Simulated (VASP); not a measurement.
# Sr3Ti2O3 (P6/mmm) in VASP: further runs

The runs below take Sr3Ti2O3 through single point, relaxation of cell and atoms, with PBE.

All numbers are computed with VASP 6.6.1; they aren't measurements. Logs are shortened: lines on timing, memory, paths and dates and some standing lists are left out, and cuts for length are marked.

**1. The cell of the first run**

It takes space group P6/mmm (No. 191, hexagonal). Conventional cell: a = 6.792 Å, b = 6.792 Å, c = 5.417 Å, α = 90.00°, β = 90.00°, γ = 120.00°. Sr (site symmetry mmm) has 2 O at 2.71 Å and 4 Ti at 3.34 Å and 4 Sr at 3.40 Å within 3.6 Å. Ti (site symmetry -6m2) has 3 O at 1.96 Å within 2.6 Å. Within 2.6 Å of O (site symmetry mmm) lie 2 Ti at 1.96 Å.

The cell was built from a structure type or drawn by symmetry, and may not be a known phase.

**2. Single point, PBE, collinear spin**

The input, INCAR:

```
PREC = Accurate
ENCUT = 520
EDIFF = 1E-6
ISMEAR = 0
SIGMA = 0.2
LREAL = False
LASPH = True
NELM = 150
ALGO = Normal
ISIF = 2
LWAVE = False
LCHARG = False
ISPIN = 2
MAGMOM = 0 0 0 1 1 0 0 0
LORBIT = 11
LMAXMIX = 4
GGA = PE
NBANDS = 50
```

The input, KPOINTS:

```
regular mesh
0
Gamma
  3 3 3
```

The input, POSCAR:

```
Sr3Ti2O3
1.0
    6.7915638717     -0.0000000033      0.0000000000
   -3.3957819330      5.8816668460      0.0000000000
    0.0000000000      0.0000000000      5.4167138077
Sr Ti O
3 2 3
Direct
    0.5000000000      0.0000000000      0.5000000000
    0.0000000000      0.5000000000      0.5000000000
    0.5000000000      0.5000000000      0.5000000000
    0.3333333333      0.6666666667      0.0000000000
    0.6666666667      0.3333333333      0.0000000000
    0.5000000000      0.0000000000      0.0000000000
    0.0000000000      0.5000000000      0.0000000000
    0.5000000000      0.5000000000      0.0000000000
```

Potentials or basis: VASP PAW PBE potentials, release 64 (Sr_sv, Ti_sv, O).

The run is started by

```sh
$ cat potpaw_PBE.64/Sr_sv/POTCAR potpaw_PBE.64/Ti_sv/POTCAR potpaw_PBE.64/O/POTCAR > POTCAR
$ mpirun -np 1 vasp_std > vasp.out
```

OUTCAR:

```text
PREC = Accurate
   ENCUT = 520
   EDIFF = 1E-6
   ISMEAR = 0
   LREAL = False
   LASPH = True
   NELM = 150
   ISIF = 2
   ISPIN = 2
   LORBIT = 11
   GGA = PE

 ion  position               nearest neighbor table
   1  0.500  0.000  0.500-   6 2.71   6 2.71   4 3.34   4 3.34   5 3.34   5 3.34   2 3.40   2 3.40
                             3 3.40   3 3.40
   2  0.000  0.500  0.500-   7 2.71   7 2.71   4 3.34   4 3.34   5 3.34   5 3.34   3 3.40   3 3.40
                             1 3.40   1 3.40
   3  0.500  0.500  0.500-   8 2.71   8 2.71   4 3.34   4 3.34   5 3.34   5 3.34   2 3.40   2 3.40
                             1 3.40   1 3.40
   4  0.333  0.667  0.000-   7 1.96   6 1.96   8 1.96   2 3.34   2 3.34   1 3.34   1 3.34   3 3.34
                             3 3.34
   5  0.667  0.333  0.000-   7 1.96   6 1.96   8 1.96   2 3.34   2 3.34   1 3.34   1 3.34   3 3.34
                             3 3.34
   6  0.500  0.000  0.000-   4 1.96   5 1.96   1 2.71   1 2.71
   7  0.000  0.500  0.000-   4 1.96   5 1.96   2 2.71   2 2.71
   8  0.500  0.500  0.000-   4 1.96   5 1.96   3 2.71   3 2.71

  LATTYP: Found a hexagonal cell.
 ALAT       =     6.7915638717
 C/A-ratio  =     0.7975650248

  Lattice vectors:

 A1 = (   6.7915638717,  -0.0000000033,   0.0000000000)
 A2 = (  -3.3957819330,   5.8816668460,   0.0000000000)
 A3 = (   0.0000000000,   0.0000000000,   5.4167138077)

Analysis of symmetry for initial positions (statically):
=====================================================================
 Subroutine PRICEL returns:
 Original cell was already a primitive cell.

 Routine SETGRP: Setting up the symmetry group for a
 hexagonal supercell.

 Subroutine GETGRP returns: Found 24 space group operations
 (whereof 24 operations were pure point group operations)
 out of a pool of 24 trial point group operations.

The static configuration has the point symmetry D_6h.

Analysis of symmetry for dynamics (positions and initial velocities):
=====================================================================
 Subroutine PRICEL returns:
 Original cell was already a primitive cell.

 Routine SETGRP: Setting up the symmetry group for a
 hexagonal supercell.

 Subroutine GETGRP returns: Found 24 space group operations
 (whereof 24 operations were pure point group operations)
 out of a pool of 24 trial point group operations.

The dynamic configuration has the point symmetry D_6h.

Analysis of structural, dynamic, and magnetic symmetry:
=====================================================================
 Subroutine PRICEL returns:
 Original cell was already a primitive cell.

 Routine SETGRP: Setting up the symmetry group for a
 hexagonal supercell.

 Subroutine GETGRP returns: Found 24 space group operations
 (whereof 24 operations were pure point group operations)
 out of a pool of 24 trial point group operations.

The overall configuration has the point symmetry D_6h.

 Subroutine INISYM returns: Found 24 space group operations
 (whereof 24 operations are pure point group operations),
 and found     1 'primitive' translations

----------------------------------------------------------------------------------------

                                     Primitive cell

  volume of cell :     216.3745

  direct lattice vectors                    reciprocal lattice vectors
     6.791563872 -0.000000003  0.000000000     0.147241492  0.085009915  0.000000000
    -3.395781933  5.881666846  0.000000000     0.000000000  0.170019831  0.000000000
     0.000000000  0.000000000  5.416713808     0.000000000  0.000000000  0.184613778

  length of vectors
     6.791563872  6.791563872  5.416713808     0.170019831  0.170019831  0.184613778

  position of ions in fractional coordinates (direct lattice)
     0.500000000  0.000000000  0.500000000
     1.000000000  0.500000000  0.500000000
     0.500000000  0.500000000  0.500000000
     0.333333333  0.666666667  0.000000000
     0.666666667  0.333333333  0.000000000
     0.500000000  0.000000000  0.000000000
     1.000000000  0.500000000  0.000000000
     0.500000000  0.500000000  0.000000000

  ion indices of the primitive-cell ions
   primitive index   ion index
                 1           1
                 2           2
                 3           3
                 4           4
                 5           5
                 6           6
                 7           7
                 8           8

----------------------------------------------------------------------------------------

 KPOINTS: regular mesh

Automatic generation of k-mesh.
 Grid dimensions read from file:
 generate k-points for:    3    3    3

 Generating k-lattice:

  Cartesian coordinates                     Fractional coordinates (reciprocal lattice)
     0.049080497  0.028336638  0.000000000     0.333333333 -0.000000000  0.000000000
     0.000000000  0.056673277  0.000000000     0.000000000  0.333333333  0.000000000
     0.000000000  0.000000000  0.061537926     0.000000000  0.000000000  0.333333333

  Length of vectors
     0.056673277  0.056673277  0.061537926

  Shift w.r.t. Gamma in fractional coordinates (k-lattice)
     0.000000000  0.000000000  0.000000000

 Subroutine IBZKPT returns following result:
 ===========================================

 Found      6 irreducible k-points:

 Following reciprocal coordinates:
            Coordinates               Weight
  0.000000  0.000000  0.000000      1.000000
  0.333333 -0.000000  0.000000      6.000000
  0.333333  0.333333  0.000000      2.000000
  0.000000  0.000000  0.333333      2.000000
  0.333333 -0.000000  0.333333     12.000000
  0.333333  0.333333  0.333333      4.000000
   k-points           NKPTS =      6   k-points in BZ     NKDIM =      6   number of bands    NBANDS=     50
   number of dos      NEDOS =    301   number of ions     NIONS =      8
   total plane-waves  NPLWV = 116640
   dimension x,y,z NGX =    54 NGY =   54 NGZ =   40
   dimension x,y,z NGXF=   108 NGYF=  108 NGZF=   80
   ions per type =               3   2   3
   NGX,Y,Z   is equivalent  to a cutoff of  13.22, 13.22, 12.28 a.u.
   NGXF,Y,Z  is equivalent  to a cutoff of  26.44, 26.44, 24.55 a.u.
 SYSTEM =  unknown system
   PREC   = accura    normal or accurate (medium, high low for compatibility)
   ISTART =      0    job   : 0-new  1-cont  2-samecut
   ICHARG =      2    charge: 1-file 2-atom 10-const
   ISPIN  =      2    spin polarized calculation?
   LNONCOLLINEAR =      F non collinear calculations
   LSORBIT =      F    spin-orbit coupling
   LASPH  =      T    aspherical Exc in radial PAW
   ENCUT  =  520.0 eV  38.22 Ry    6.18 a.u.  12.63 12.63 10.07*2*pi/ulx,y,z
   NELM   =    150;   NELMIN=  2; NELMDL= -5     # of ELM steps
   EDIFF  = 0.1E-05   stopping-criterion for ELM
   LREAL  =      F    real-space projection
   EDIFFG = 0.1E-04   stopping-criterion for IOM
   NSW    =      0    number of steps for IOM
   IBRION =     -1    ionic relax: 0-MD 1-quasi-New 2-CG
   NFREE  =      0    steps in history (QN), initial steepest desc. (CG)
   ISIF   =      2    stress and relaxation
   ISYM   =      2    0-nonsym 1-usesym 2-fastsym
   POTIM  = 0.5000    time-step for ionic-motion
   TEBEG  =    0.0;   TEEND  =   0.0 temperature during run
   PSTRESS=    0.0 pullay stress
   NELECT =      72.0000    total number of electrons
   NUPDOWN=      -1.0000    fix difference up-down
   EMIN   =  10.00;   EMAX   =-10.00  energy-range for DOS
   EFERMI =   0.00;   METHOD = LEGACY
   ISMEAR =     0;   SIGMA  =   0.20  broadening in eV -4-tet -1-fermi 0-gaus
   EFERMI_NEDOS =   21; number of points for ismear=-14 and -15
   IALGO  =     38    algorithm
   IMIX   =      4    mixing-type and parameters
     AMIX     =   0.40;   BMIX     =  1.00
     AMIX_MAG =   1.60;   BMIX_MAG =  1.00
  volume/ion in A,a.u.               =      27.05       182.52
  Fermi-wavevector in a.u.,A,eV,Ry     =   1.134445  2.143791 17.510243  1.286967
  Thomas-Fermi vector in A             =   2.271149
   LORBIT       =     11    0 simple, 1 ext, 2 COOP (PROOUT), +10 PAW based schemes
   GGA     = PE    functional components
   LHFCALC =     F    Hartree Fock is set to
   AEXX    =    0.0000 exact exchange contribution
   IVDW    =     0    specifies the selected vdW correction
   LEPSILON=     F    determine dielectric tensor
   LRPA    =     F    only Hartree local field effects (RPA)
 spin polarized calculation
 Gauss-broadening in eV      SIGMA  =   0.20
  energy-cutoff  :      520.00
  volume of cell :      216.37
 maximum number of plane-waves:      5882
 NGX is ok and might be reduce to    50
   NGX = 25   NGY = 25   NGZ = 21

 number of electron      72.0000016 magnetization       0.0733801

 number of electron      72.0000016 magnetization      -0.0031912

 Free energy of the ion-electron system (eV)
  ---------------------------------------------------
  ext. energy  EPLUGINS =         0.00000000
  ---------------------------------------------------
  free energy    TOTEN  =       -46.52330983 eV

  energy without entropy =      -46.24330894  energy(sigma->0) =      -46.38330938

 E-fermi :   2.9237     XC(G=0):  -8.1058

 val. band max:        2.9133627300   @ k =   0.3333   0.3333   0.0000
 cond. band min:       2.9255549773   @ k =   0.3333  -0.0000   0.0000
 fundamental gap:      0.0121922473
 Fermi energy:         2.9237170261

 spin component 1

 k-point     1 :       0.0000    0.0000    0.0000
  band No.  band energies     occupation
      1     -54.7577      1.00000
      2     -54.7552      1.00000
      3     -33.1603      1.00000
      4     -33.0379      1.00000
      5     -33.0379      1.00000
      6     -31.2682      1.00000
[... 40 lines left out ...]
     47       5.7079      0.00000
     48       5.8080      0.00000
[... 253 lines left out ...]
     47       5.0147      0.00000
     48       5.2713      0.00000
 Fermi energy:         2.9237170261

 spin component 2

 k-point     1 :       0.0000    0.0000    0.0000
  band No.  band energies     occupation
      1     -54.7575      1.00000
      2     -54.7550      1.00000
      3     -33.1605      1.00000
      4     -33.0380      1.00000
      5     -33.0380      1.00000
      6     -31.2680      1.00000
[... 40 lines left out ...]
     47       5.7076      0.00000
     48       5.8070      0.00000
[... 253 lines left out ...]
     47       5.0143      0.00000
     48       5.2711      0.00000
 [bands above 48 left out]

------------------------ aborting loop because EDIFF is reached ----------------------------------------

  FORCE on cell =-STRESS in cart. coord.  units (eV):
  Direction    XX          YY          ZZ          XY          YZ          ZX
  --------------------------------------------------------------------------------------
  -------------------------------------------------------------------------------------
  Total        0.3645285      0.3645285     -0.2296501     -0.0000000     -0.0000000      0.0000000
  in kB        2.6992059      2.6992059     -1.7004785     -0.0000000     -0.0000000      0.0000000
  external PRESSURE =       1.2326445 kB  Pullay stress =       0.0000000 kB

 VOLUME and BASIS-vectors are now :
 -----------------------------------------------------------------------------
  energy-cutoff  :      520.00
  volume of cell :      216.37
      direct lattice vectors                 reciprocal lattice vectors
     6.791563872 -0.000000003  0.000000000     0.147241492  0.085009915  0.000000000
    -3.395781933  5.881666846  0.000000000     0.000000000  0.170019831  0.000000000
     0.000000000  0.000000000  5.416713808     0.000000000  0.000000000  0.184613778

 POSITION                                       TOTAL-FORCE (eV/Angst)
 -----------------------------------------------------------------------------------
      3.39578     -0.00000      2.70836         0.000000     -0.000000      0.000000
     -1.69789      2.94083      2.70836         0.000000     -0.000000      0.000000
      1.69789      2.94083      2.70836         0.000000     -0.000000      0.000000
      0.00000      3.92111      0.00000        -0.000000      0.000000     -0.000000
      3.39578      1.96056      0.00000         0.000000      0.000000      0.000000
      3.39578     -0.00000      0.00000         0.000000     -0.000000      0.000000
     -1.69789      2.94083      0.00000         0.000000     -0.000000      0.000000
      1.69789      2.94083      0.00000         0.000000     -0.000000      0.000000
 -----------------------------------------------------------------------------------
    total drift:                                0.000000      0.000000     -0.000000

  FREE ENERGIE OF THE ION-ELECTRON SYSTEM (eV)
  ---------------------------------------------------
  free  energy   TOTEN  =       -46.5233098270 eV

  energy  without entropy=      -46.2433089410  energy(sigma->0) =      -46.38330938

 total charge

# of ion       s       p       d       tot
------------------------------------------
    1        2.051   5.730   0.316   8.097
    2        2.051   5.730   0.316   8.097
    3        2.051   5.730   0.316   8.097
    4        2.215   6.137   1.931  10.283
    5        2.215   6.137   1.931  10.283
    6        1.565   3.423   0.000   4.989
    7        1.565   3.423   0.000   4.989
    8        1.565   3.423   0.000   4.989
--------------------------------------------------
tot         15.279  39.735   4.809  59.823

 magnetization (x)

# of ion       s       p       d       tot
------------------------------------------
    1       -0.000  -0.000  -0.000  -0.000
    2       -0.000  -0.000  -0.000  -0.000
    3       -0.000  -0.000  -0.000  -0.000
    4        0.000  -0.000   0.000   0.000
    5        0.000  -0.000   0.000   0.000
    6       -0.000  -0.000   0.000  -0.000
    7       -0.000  -0.000   0.000  -0.000
    8       -0.000  -0.000   0.000  -0.000
--------------------------------------------------
tot         -0.000  -0.000   0.000  -0.000
```

Wall time 10 min (1 thread of Intel Xeon 8259CL, shared host); peak memory 0.48 GiB.

What came out:

```yaml
Free_energy: -46.5233 eV
Pressure: 0.1 GPa
Band_gap_on_the_k_mesh: zero (filled and empty bands overlap)
Net_moment: 0.00 μB per cell
Valence_electrons_inside_the_program's_atomic_spheres: Sr 8.10; Ti 10.28; O 4.99
```

Caveat: the k points lie up to 0.39 Å⁻¹ apart.

(Part 1 of 2 ends here.)
